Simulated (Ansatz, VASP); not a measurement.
W: VASP beside Ansatz

```
W
1.0
     0.00000    2.01638    2.01638
     2.01638    0.00000    2.01638
     2.01638    2.01638    0.00000
W
1
Cartesian
  0.0000 0.0000 0.0000
```

Alike in both runs: task single point; functional r2SCAN; k mesh 12 × 12 × 12; occupations fermi-dirac, width 0.1 eV; no spin polarisation.

|  | VASP | Ansatz |
| --- | --- | --- |
| version | VASP 6.6.1 | Ansatz 0.2.0 |
| potentials or method | VASP PAW PBE potentials, release 64 (W_sv), cutoff 520 eV | plane waves, PAW |
| valence electrons in the cell | 14 | 14 |

Ansatz gave:

- pressure (GPa): -3.6

**Question.** What did VASP give for the same quantities?

**Answer.** Pressure (GPa): -2.5.

VASP's potentials were made for PBE, not for r2SCAN.

Spin-orbit coupling is off throughout.
